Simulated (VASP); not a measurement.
# Ti (P6_3/mmc) in VASP: single point with PBEsol

Aim: the single point of Ti with PBEsol.

All numbers are computed with VASP 6.6.1; they aren't measurements. Logs are shortened: lines on timing, memory, paths and dates and some standing lists are left out, and cuts for length are marked.

## 1. The cell of the first run

It takes space group P6_3/mmc (No. 194, hexagonal). Conventional cell: a = 2.900 Å, b = 2.900 Å, c = 4.591 Å, α = 90.00°, β = 90.00°, γ = 120.00°. Ti (site symmetry -6m2) has 12 Ti at 2.84 to 2.90 Å within 3.7 Å.

## 2. Single point, PBEsol

INCAR reads:

```
PREC = Accurate
ENCUT = 520
EDIFF = 1E-6
ISMEAR = 0
SIGMA = 0.1
LREAL = F
LASPH = T
NELM = 60
ALGO = Fast
ISIF = 2
LWAVE = F
LCHARG = F
GGA = PS
ISYM = 0
NBANDS = 19
```

KPOINTS reads:

```
Automatic mesh
0
Gamma
  12 7 16
```

POSCAR reads:

```
Ti
1.0
    2.9004352002      0.0000000000      0.0000000000
   -1.4502176001      5.2332195201      0.0000000000
    1.4502176001      1.2056427670      2.2035922447
Ti
2
Direct
    0.0833333333      0.7500000000      0.5833333333
    0.9166666667      0.2500000000      0.4166666667
```

Potentials or basis: VASP PAW PBE potentials, release 64 (Ti_sv).

Run with:

```sh
cat potpaw_PBE.64/Ti_sv/POTCAR > POTCAR
mpirun -np 1 vasp_std > vasp.out
```

OUTCAR:

```text
PREC = Accurate
   ENCUT = 520
   EDIFF = 1E-6
   ISMEAR = 0
   LREAL = F
   LASPH = T
   NELM = 60
   ISIF = 2
   GGA = PS
   ISYM = 0

 ion  position               nearest neighbor table
   1  0.083  0.750  0.583-   2 2.84   2 2.84   2 2.84   2 2.84   2 2.84   2 2.84
   2  0.917  0.250  0.417-   1 2.84   1 2.84   1 2.84   1 2.84   1 2.84   1 2.84

IMPORTANT INFORMATION: All symmetrisations will be switched off!
NOSYMM: (Re-)initialisation of all symmetry stuff for point group C_1.

----------------------------------------------------------------------------------------

                                     Primitive cell

  volume of cell :      33.4475

  direct lattice vectors                    reciprocal lattice vectors
     2.900435200  0.000000000  0.000000000     0.344775846  0.095543479 -0.279176561
    -1.450217600  5.233219520  0.000000000     0.000000000  0.191086958 -0.104548657
     1.450217600  1.205642767  2.203592245     0.000000000  0.000000000  0.453804465

  length of vectors
     2.900435200  5.430443595  2.900435200     0.453804465  0.217817922  0.453804465

  position of ions in fractional coordinates (direct lattice)
     0.083333333  0.750000000  0.583333333
     0.916666667  0.250000000  0.416666667

  ion indices of the primitive-cell ions
   primitive index   ion index
                 1           1
                 2           2

----------------------------------------------------------------------------------------

 KPOINTS: Automatic mesh

Automatic generation of k-mesh.
 Grid dimensions read from file:
 generate k-points for:   12    7   16

 Generating k-lattice:

  Cartesian coordinates                     Fractional coordinates (reciprocal lattice)
     0.028731321  0.007961957 -0.023264713     0.083333333  0.000000000  0.000000000
     0.000000000  0.027298137 -0.014935522     0.000000000  0.142857143  0.000000000
     0.000000000  0.000000000  0.028362779     0.000000000  0.000000000  0.062500000

  Length of vectors
     0.037817039  0.031116846  0.028362779

  Shift w.r.t. Gamma in fractional coordinates (k-lattice)
     0.000000000  0.000000000  0.000000000

 -----------------------------------------------------------------------------
|                                                                             |
|           W    W    AA    RRRRR   N    N  II  N    N   GGGG   !!!           |
|           W    W   A  A   R    R  NN   N  II  NN   N  G    G  !!!           |
[... 68 lines left out ...]
   EDIFF  = 0.1E-05   stopping-criterion for ELM
   LREAL  =      F    real-space projection
   EDIFFG = 0.1E-04   stopping-criterion for IOM
   NSW    =      0    number of steps for IOM
   IBRION =     -1    ionic relax: 0-MD 1-quasi-New 2-CG
   NFREE  =      0    steps in history (QN), initial steepest desc. (CG)
   ISIF   =      2    stress and relaxation
   ISYM   =      0    0-nonsym 1-usesym 2-fastsym
   POTIM  = 0.5000    time-step for ionic-motion
   TEBEG  =    0.0;   TEEND  =   0.0 temperature during run
   PSTRESS=    0.0 pullay stress
   NELECT =      24.0000    total number of electrons
   NUPDOWN=      -1.0000    fix difference up-down
   EMIN   =  10.00;   EMAX   =-10.00  energy-range for DOS
   EFERMI =   0.00;   METHOD = LEGACY
   ISMEAR =     0;   SIGMA  =   0.10  broadening in eV -4-tet -1-fermi 0-gaus
   EFERMI_NEDOS =   21; number of points for ismear=-14 and -15
   IALGO  =     68    algorithm
   IMIX   =      4    mixing-type and parameters
     AMIX     =   0.40;   BMIX     =  1.00
     AMIX_MAG =   1.60;   BMIX_MAG =  1.00
  volume/ion in A,a.u.               =      16.72       112.86
  Fermi-wavevector in a.u.,A,eV,Ry     =   1.465629  2.769638 29.226255  2.148069
  Thomas-Fermi vector in A             =   2.581463
   LORBIT       =      0    0 simple, 1 ext, 2 COOP (PROOUT), +10 PAW based schemes
   GGA     = PS    functional components
   LHFCALC =     F    Hartree Fock is set to
   AEXX    =    0.0000 exact exchange contribution
   IVDW    =     0    specifies the selected vdW correction
   LEPSILON=     F    determine dielectric tensor
   LRPA    =     F    only Hartree local field effects (RPA)
 non-spin polarized calculation
 RMM-DIIS sequential band-by-band and
 Gauss-broadening in eV      SIGMA  =   0.10
  energy-cutoff  :      520.00
  volume of cell :       33.45
 maximum number of plane-waves:       929
 NGX is ok and might be reduce to    24
   NGX = 11   NGY = 21   NGZ = 11

 number of electron      24.0000002 magnetization

 Free energy of the ion-electron system (eV)
  ---------------------------------------------------
  ext. energy  EPLUGINS =         0.00000000
  ---------------------------------------------------
  free energy    TOTEN  =       -16.68317681 eV

  energy without entropy =      -16.67321864  energy(sigma->0) =      -16.67819772

 E-fermi :   8.6202     XC(G=0): -11.8175

 val. band max:        8.6191791035   @ k =   0.0000   0.4286  -0.0000
 cond. band min:       8.6206423762   @ k =   0.1667   0.0000  -0.0000
 fundamental gap:      0.0014632727
 Fermi energy:         8.6202364810

 k-point     1 :       0.0000    0.0000    0.0000
  band No.  band energies     occupation
      1     -47.9542      2.00000
      2     -47.7912      2.00000
      3     -24.6935      2.00000
      4     -23.9609      2.00000
      5     -23.9601      2.00000
      6     -23.8808      2.00000
[... 505 lines left out ...]
      6     -24.0281      2.00000
[... 11 lines left out ...]
     18      11.7540      0.00000
     19      11.9627      0.00000

 [... further k-points ...]

------------------------ aborting loop because EDIFF is reached ----------------------------------------

  FORCE on cell =-STRESS in cart. coord.  units (eV):
  Direction    XX          YY          ZZ          XY          YZ          ZX
  --------------------------------------------------------------------------------------
  -------------------------------------------------------------------------------------
  Total       -0.0934522     -0.0745291     -0.0708699     -0.0061972      0.0074487      0.0005852
  in kB       -4.4764789     -3.5700417     -3.3947608     -0.2968525      0.3568020      0.0280332
  external PRESSURE =      -3.8137605 kB  Pullay stress =       0.0000000 kB

 VOLUME and BASIS-vectors are now :
 -----------------------------------------------------------------------------
  energy-cutoff  :      520.00
  volume of cell :       33.45
      direct lattice vectors                 reciprocal lattice vectors
     2.900435200  0.000000000  0.000000000     0.344775846  0.095543479 -0.279176561
    -1.450217600  5.233219520  0.000000000     0.000000000  0.191086958 -0.104548657
     1.450217600  1.205642767  2.203592245     0.000000000  0.000000000  0.453804465

 POSITION                                       TOTAL-FORCE (eV/Angst)
 -----------------------------------------------------------------------------------
     -0.00000      4.62821      1.28543         0.000134     -0.002189     -0.002397
      2.90044      1.81066      0.91816        -0.000134      0.002189      0.002397
 -----------------------------------------------------------------------------------
    total drift:                                0.000004     -0.000002     -0.000013

  FREE ENERGIE OF THE ION-ELECTRON SYSTEM (eV)
  ---------------------------------------------------
  free  energy   TOTEN  =       -16.6831768062 eV

  energy  without entropy=      -16.6732186431  energy(sigma->0) =      -16.67819772
```

OSZICAR:

```text
N       E                     dE             d eps       ncg     rms          rms(c)
DAV:   1     0.262260022886E+03    0.26226E+03   -0.13011E+04 25676   0.159E+03
DAV:   2     0.112267013965E+02   -0.25103E+03   -0.24694E+03 26295   0.442E+02
DAV:   3    -0.176874931340E+02   -0.28914E+02   -0.28552E+02 47806   0.124E+02
[... 29 lines left out ...]
RMM:  33    -0.166831728259E+02   -0.18902E-05   -0.22478E-05 29272   0.169E-02    0.360E-03
RMM:  34    -0.166831740856E+02   -0.12596E-05   -0.15848E-05 28441   0.154E-02    0.391E-03
RMM:  35    -0.166831752214E+02   -0.11358E-05   -0.14201E-05 26598   0.137E-02    0.445E-03
RMM:  36    -0.166831761292E+02   -0.90787E-06   -0.11385E-05 26041   0.126E-02    0.516E-03
RMM:  37    -0.166831768062E+02   -0.67701E-06   -0.88936E-06 25229   0.117E-02
   1 F= -.16683177E+02 E0= -.16678198E+02  d E =-.995816E-02
```

stdout:

```text
POSCAR found type information on POSCAR Ti
 POSCAR found :  1 types and       2 ions
 scaLAPACK will be used
 -----------------------------------------------------------------------------
|                                                                             |
|                                                                             |
|     You enforced a specific xc type in the INCAR file but a different       |
[... 56 lines left out ...]
WARNING in EDDRMM: call to ZHEGV failed, returncode =   6  3     16
WARNING in EDDRMM: call to ZHEGV failed, returncode =   8  4      4
WARNING in EDDRMM: call to ZHEGV failed, returncode =   8  4      5
WARNING in EDDRMM: call to ZHEGV failed, returncode =   8  4      4
WARNING in EDDRMM: call to ZHEGV failed, returncode =   8  4      3
WARNING in EDDRMM: call to ZHEGV failed, returncode =   6  3      9
WARNING in EDDRMM: call to ZHEGV failed, returncode =   6  3     10
```

Wall time 7.8 min (1 thread of Intel Xeon 6975P-C (Granite Rapids), shared host); peak memory 0.44 GiB.

What came out:

```
Free energy            : -16.6832 eV
Pressure               : -0.4 GPa
Largest force          : 0.003 eV/Å
Band gap on the k mesh : zero (band 12 reaches 9.40 eV, above the bottom of band 13 at 8.30 eV)
```

Forces on the atoms (eV/Å):
```
Ti   0.000 -0.002 -0.002
Ti   0.000  0.002  0.002
```

Stress tensor (GPa, compression positive):
```
-0.45 -0.03  0.00
-0.03 -0.36  0.04
 0.00  0.04 -0.34
```

Caveat: the PAW data sets were made with another functional, which shifts forces and pressure a little.
